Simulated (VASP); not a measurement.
A run of VASP 6.6.1 is set up as follows.

Contents of POSCAR:

```
Ir
1.0
    1.8415815481      1.0632376025      1.4109762238
   -1.8415815481      1.0632376025      1.4109762238
    0.0000000000     -2.1264752051      1.4109762238
Ir
1
Direct
    0.5000000000      0.5000000000      0.5000000000
```

Contents of INCAR.step1:

```
PREC = Accurate
ENCUT = 600
ISMEAR = 0
SIGMA = 0.1
LREAL = F
LASPH = T
NELM = 100
GGA = PE
ALGO = Normal
EDIFF = 1E-4
LWAVE = T
LCHARG = F
```

The input INCAR.step2:

```
PREC = Accurate
ENCUT = 600
EDIFF = 1E-6
ISMEAR = 0
SIGMA = 0.1
LREAL = F
LASPH = T
NELM = 100
ALGO = Normal
ISIF = 3
LWAVE = F
LCHARG = F
METAGGA = R2SCAN
LMIXTAU = T
IBRION = 2
NSW = 100
EDIFFG = -0.01
ISTART = 1
```

File KPOINTS:

```
regular mesh
0
Gamma
  21 21 21
```

Potentials or basis: VASP PAW PBE potentials, release 64 (Ir).

Command:

```bash
$ cat potpaw_PBE.64/Ir/POTCAR > POTCAR
$ cp INCAR.step1 INCAR
$ mpirun -np 1 vasp_std > vasp.out
$ cp INCAR.step2 INCAR
$ mpirun -np 1 vasp_std > vasp.out
```

**Question.** Predict the band gap on the k mesh.

**Answer.** Zero (an odd number of electrons rules out a gap without spin polarisation).

**Question.** Estimate the relaxed cell.

**Answer.** a = 2.556 Å, b = 2.556 Å, c = 2.556 Å, α = 89.98°, β = 89.98°, γ = 89.98°.

**Question.** Estimate the space group after relaxing (to 0.1 Å).

**Answer.** Pm-3m (No. 221).

The path:
| step | energy change (eV) | largest force (eV/Å) | pressure (GPa) | volume (Å³) |
| --- | --- | --- | --- | --- |
| 1 | 0.0000 | 0.0000 | 1.80 | 16.58 |
| 2 | -0.0030 | 0.0000 | -4.94 | 17.02 |
| 3 | -0.0046 | 0.0000 | -2.55 | 16.86 |
| 4 | -0.0096 | 0.0000 | -1.43 | 16.79 |
| 5 | -0.0120 | 0.0000 | 0.02 | 16.70 |
| 6 | -0.0121 | 0.0000 | 0.16 | 16.69 |
| 7 | -0.0120 | 0.0000 | 0.23 | 16.69 |
| 8 | -0.0120 | 0.0000 | -0.18 | 16.72 |
| 9 | -0.0121 | 0.0000 | 0.05 | 16.70 |

Caveat: the PAW data sets were made with another functional, which shifts forces and pressure a little; spin-orbit coupling is left out, which moves the levels of the heavy elements.
